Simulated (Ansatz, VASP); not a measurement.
## One calculation of Si2Ni, two programs

```
Si Ni
1.0
     0.00000    2.70300    2.70300
     2.70300    0.00000    2.70300
     2.70300    2.70300    0.00000
Si Ni
2 1
Direct
  0.25000 0.25000 0.25000
  0.75000 0.75000 0.75000
  0.00000 0.00000 0.00000
```

Alike in both runs: task relaxation of cell and atoms; functional r2SCAN; k mesh 10 × 10 × 10; occupations fermi-dirac, width 0.08 eV; no spin polarisation.

|  | VASP | Ansatz |
| --- | --- | --- |
| version | VASP 6.6.1 | Ansatz 0.2.0 |
| potentials or method | VASP PAW PBE potentials, release 64 (Si, Ni) | PAW with Ansatz's default frozen-core files, scalar-relativistic |
| plane-wave cutoff (eV) | 600 | 500 |
| valence electrons in the cell | 18 | 26 |

```csv
,VASP,Ansatz,Ansatz less VASP
relaxed volume (Å³/atom),13.02,13.03,+0.015
relaxed cell length with the largest relative difference (Å),3.808,3.810,+0.0015
```

VASP's potentials were made for PBE, not for r2SCAN. VASP's potentials hold 18 valence electrons a cell and Ansatz's 26, so a difference there can come from the potentials and not from the codes.
